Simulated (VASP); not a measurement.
A run of VASP 6.6.1 is set up as follows.

INCAR

```
PREC = Accurate
ENCUT = 520
EDIFF = 1E-7
ISMEAR = 0
SIGMA = 0.1
LREAL = False
LASPH = True
NELM = 60
ALGO = Normal
ISIF = 2
LWAVE = False
LCHARG = False
GGA = PE
NBANDS = 56
```

File KPOINTS:

```
Automatic mesh
0
Gamma
  3 3 4
```

Contents of POSCAR:

```
InWSe3
1.0
    6.8404927700      0.0000000000      0.0000000000
   -3.4202463900      5.9240405200      0.0000000000
    0.0000000000      0.0000000000      5.7288259700
In W Se
2 2 6
Direct
    0.3333333300      0.6666666700      0.7500000000
    0.6666666700      0.3333333300      0.2500000000
    0.0000000000      0.0000000000      0.0000000000
    0.0000000000      0.0000000000      0.5000000000
    0.1545000000      0.8455000000      0.2500000000
    0.3090000000      0.1545000000      0.7500000000
    0.1545000000      0.3090000000      0.2500000000
    0.8455000000      0.1545000000      0.7500000000
    0.6910000000      0.8455000000      0.2500000000
    0.8455000000      0.6910000000      0.7500000000
```

Potentials or basis: VASP PAW PBE potentials, release 64 (In_d, W_sv, Se).

Launch:

```sh
$ cat potpaw_PBE.64/In_d/POTCAR potpaw_PBE.64/W_sv/POTCAR potpaw_PBE.64/Se/POTCAR > POTCAR
$ mpirun -np 1 vasp_std > vasp.out
```

Question: What does it give for the band gap on the k mesh?

Answer: Zero (band 45 reaches 6.47 eV, above the bottom of band 46 at 5.45 eV).

Question: Estimate the largest force.

Answer: 6.077 eV/Å.

Question: What does it give for the pressure?

Answer: 25.4 GPa.

Forces on the atoms (eV/Å):
```
In   0.000  0.000  0.000
In   0.000  0.000  0.000
W    0.000  0.000  0.000
W    0.000  0.000  0.000
Se   5.262 -3.038  0.000
Se   5.262  3.038  0.000
Se   0.000  6.077  0.000
Se  -5.262  3.038  0.000
Se  -5.262 -3.038  0.000
Se   0.000 -6.077  0.000
```

Caveat: spin-orbit coupling is left out, which moves the levels of the heavy elements; forces of over 1 eV/Å act on the atoms, so gaps and moduli don't describe the material at rest.
